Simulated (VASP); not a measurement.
A run of VASP 6.6.1:

INCAR

```
SYSTEM = MgBr2O2
PREC     = Accurate       ! precision mode
ENCUT    = 520            ! plane-wave cutoff, eV
EDIFF    = 1E-6           ! SCF threshold, eV
ISMEAR   = -1             ! smearing method
SIGMA    = 0.1            ! smearing width, eV
LREAL    = .FALSE.        ! projectors in reciprocal space
LASPH    = .TRUE.         ! aspherical terms in the spheres
NELM     = 60             ! most SCF steps
ALGO     = Normal         ! electronic algorithm
ISIF     = 2              ! what is computed and relaxed
LWAVE    = .FALSE.        ! write WAVECAR
LCHARG   = .FALSE.        ! write CHGCAR
GGA      = CA             ! functional
NBANDS   = 22             ! bands
```

KPOINTS

```
Automatic mesh
0
G
  4 4 6
  0 0 0
```

POSCAR

```
MgBr2O2
1.0
    3.9079900000     -4.3948000000      0.0000000000
    3.9079900000      4.3948000000      0.0000000000
   -0.4272000000      0.0000000000      3.7967600000
Mg Br O
1 2 2
Direct
    0.0000000000      0.0000000000      0.0000000000
    0.2377100000      0.2377100000      0.5564000000
    0.7622900000      0.7622900000      0.4436000000
    0.2282100000      0.7717900000      0.0000000000
    0.7717900000      0.2282100000      0.0000000000
```

Potentials or basis: VASP PAW LDA potentials, release 64 (Mg, Br, O).

Run with:

```bash
$ cat potpaw_LDA.64/Mg/POTCAR potpaw_LDA.64/Br/POTCAR potpaw_LDA.64/O/POTCAR > POTCAR
$ mpirun -np 1 vasp_std > vasp.out
```

Hardware: 1 thread of Intel(R) Xeon(R) 6975P-C (Granite Rapids), with other jobs on the host.

Task: Estimate the wall time of this run.

Result: Run time: 69 s on 1 thread of Intel(R) Xeon(R) 6975P-C (Granite Rapids), on a shared host, peak memory 0.26 GiB. Counts: scf iterations 20, k points 34.
